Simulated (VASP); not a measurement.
Set up this calculation in VASP 6.6.1, as the native input.

| Item | Value |
| --- | --- |
| Task | single point |
| Functional | PBE |
| Potentials or basis | VASP PAW PBE potentials, release 64 (B, As) |
| Cutoff | 520 eV |
| k mesh | 14 × 14 × 16 |
| Occupations | gaussian, width 0.1 eV |
| Spin | no spin polarisation |
| Dipole correction | no |
| Further INCAR settings | ALGO = Normal; EDIFF = 1e-06; NBANDS = 15 |

The structure of B3As lies in POSCAR:

```
B3As
1.0
    3.5790377701      0.0000000000      0.0000000000
    0.0000000000      3.5790377701      0.0000000000
    0.0000000000      0.0000000000      3.0061816079
B As
3 1
Direct
    0.0000000000      0.5000000000      0.5000000000
    0.5000000000      0.0000000000      0.5000000000
    0.5000000000      0.5000000000      0.0000000000
    0.0000000000      0.0000000000      0.0000000000
```

The cell was generated, and may not be a known phase.

One way to write it, as run:

INCAR

```
SYSTEM = B3As
PREC = Accurate ; ENCUT = 520
EDIFF = 1E-6 ; ISMEAR = 0
SIGMA = 0.1 ; LREAL = .False.
LASPH = .True. ; NELM = 100
ALGO = Normal ; ISIF = 2
LWAVE = .False. ; LCHARG = .False.
GGA = PE ; NBANDS = 15
```

KPOINTS

```
regular mesh
0
Gamma
  14 14 16
  0 0 0
```

Potentials or basis: VASP PAW PBE potentials, release 64 (B, As).

Command:

```bash
$ cat potpaw_PBE.64/B/POTCAR potpaw_PBE.64/As/POTCAR > POTCAR
$ mpirun -np 1 vasp_std > vasp.out
```

It gave:

| Item | Value |
| --- | --- |
| Pressure | 0.4 GPa |
| Band gap on the k mesh | zero (bands 7 and 8 overlap by 8.29 eV) |

Run time: 2 min on 1 thread of Intel(R) Xeon(R) Platinum 8259CL CPU @ 2.50GHz (Skylake/Cascade Lake) (shared host), peak memory 0.28 GiB.
